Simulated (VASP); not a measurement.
Runs of VASP 6.6.1 on SiC. The cells are those of the table. 

| cell | gap on the mesh (eV) | pressure (GPa) | largest force (eV/Å) |
| --- | --- | --- | --- |
| a = 3.076, b = 3.076, c = 10.138 Å, angles 87.4, 84.8, 60.0°, 8 atoms | 1.20 | 2.9 | 1.98 |
| a = 3.076, b = 3.076, c = 10.101 Å, angles 89.1, 88.3, 60.0°, 8 atoms | (b) | 3.5 | 1.16 |
| a = 3.076, b = 3.076, c = 10.115 Å, angles 88.3, 86.5, 60.0°, 8 atoms | 1.92 | (a) | 1.76 |
| a = 3.076, b = 3.076, c = 10.171 Å, angles 86.5, 83.1, 60.0°, 8 atoms | 0.57 | 2.7 | 1.69 |

Alike in all rows: task single point; level PBE; potentials or basis VASP PAW PBE potentials, release 64 (Si, C); no spin polarisation; k mesh 10 × 10 × 3; cutoff (eV) 520; smearing gaussian 0.05 eV.

Q: Fill in the values left out.

A: (a) 3.2; (b) 2.33.

Caveats: an odd mesh through Γ misses points on the zone boundary, where band edges can lie; forces of over 1 eV/Å act on the atoms, so gaps and moduli don't describe the material at rest; the cell stands under pressure (at least some runs).
